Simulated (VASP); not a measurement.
Write the native input for VASP 6.6.1 that does the following.

```yaml
Task: single point
Functional: LDA
Potentials_or_basis: VASP PAW LDA potentials, release 64 (I, Cu)
Cutoff: 520 eV
k_mesh: 7 × 7 × 4
Occupations: fermi-dirac, width 0.05 eV
Spin: no spin polarisation
Dipole_correction: no
Further_INCAR_settings: ALGO = Normal; EDIFF = 1e-06; NBANDS = 26
```

The structure of CuI lies in POSCAR:

```
CuI
1.0
    4.0349164921      0.0000000000      0.0000000000
    0.0000000000      4.0349164921      0.0000000000
    0.0000000000      0.0000000000      6.4629139691
I Cu
2 2
Direct
    0.0000000000      0.5000000000      0.7430343600
    0.5000000000      0.0000000000      0.2569656400
    0.0000000000      0.0000000000      0.0000000000
    0.5000000000      0.5000000000      0.0000000000
```

One way to write it, as run:

INCAR

```
SYSTEM = CuI
  PREC = Accurate
  ENCUT = 520
  EDIFF = 1E-6
  ISMEAR = -1
  SIGMA = 0.05
  LREAL = .FALSE.
  LASPH = .TRUE.
  NELM = 100
  ALGO = Normal
  ISIF = 2
  LWAVE = .FALSE.
  LCHARG = .TRUE.
  GGA = CA
  LELF = .TRUE.
  LVHAR = .TRUE.
  NBANDS = 26
```

KPOINTS

```
regular mesh
0
G
  7 7 4
  0 0 0
```

Potentials or basis: VASP PAW LDA potentials, release 64 (I, Cu).

Run with:

```console
$ cat potpaw_LDA.64/I/POTCAR potpaw_LDA.64/Cu/POTCAR > POTCAR
$ mpirun -np 1 vasp_std > vasp.out
```

Results of the run:

The pressure is -1.5 GPa and the largest force is 0.114 eV/Å. The band gap on the k mesh is 1.52 eV.

Caveat: spin-orbit coupling is left out, which moves the levels of the heavy elements.

Run time: 2 min on 1 thread of Intel Xeon 8259CL (shared host), peak memory 0.21 GiB.
